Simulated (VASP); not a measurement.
# CaO: single point with LDA

CaO:

```
Ca O
1.0
     0.00000    2.40356    2.40356
     2.40356    0.00000    2.40356
     2.40356    2.40356    0.00000
Ca O
1 1
Cartesian
  0.0000 0.0000 0.0000
  2.4036 2.4036 2.4036
```

| Property | Result |
| --- | --- |
| Program | VASP 6.6.1 |
| Task | single point |
| Functional | LDA |
| Potentials or basis | VASP PAW LDA potentials, release 64 (Ca_sv, O) |
| Cutoff | 520 eV |
| k mesh | 10 × 10 × 10 |
| Occupations | fermi-dirac, width 0.05 eV |
| Spin | no spin polarisation |

```json
{"Pressure": "-6.3 GPa", "Band gap on the k mesh": "3.46 eV (least direct gap 3.84 eV)"}
```

Levels at points of the mesh, in eV from the valence-band top:
```
           k point  band 4  band 5  band 6  band 7  band 8  band 9  band 10  band 11  band 12  band 13
(0.00, 0.00, 0.00)  -18.11  -15.21    0.00    0.00    0.00    4.56     6.11     6.11     6.11     7.67
(0.50, 0.00, 0.00)  -18.17  -13.95   -2.71   -1.23   -1.23    6.95     8.30     8.30     8.31    10.43
(0.50, 0.50, 0.00)  -18.35  -14.96   -1.31   -0.38   -0.38    3.46     8.01     8.87     9.54     9.54
```

Run time: 24 s on 1 thread of Intel Xeon 8259CL, with other jobs on the host, peak memory 0.15 GiB.

Caveat: the cell stands under tension. A k mesh can miss the band edges.
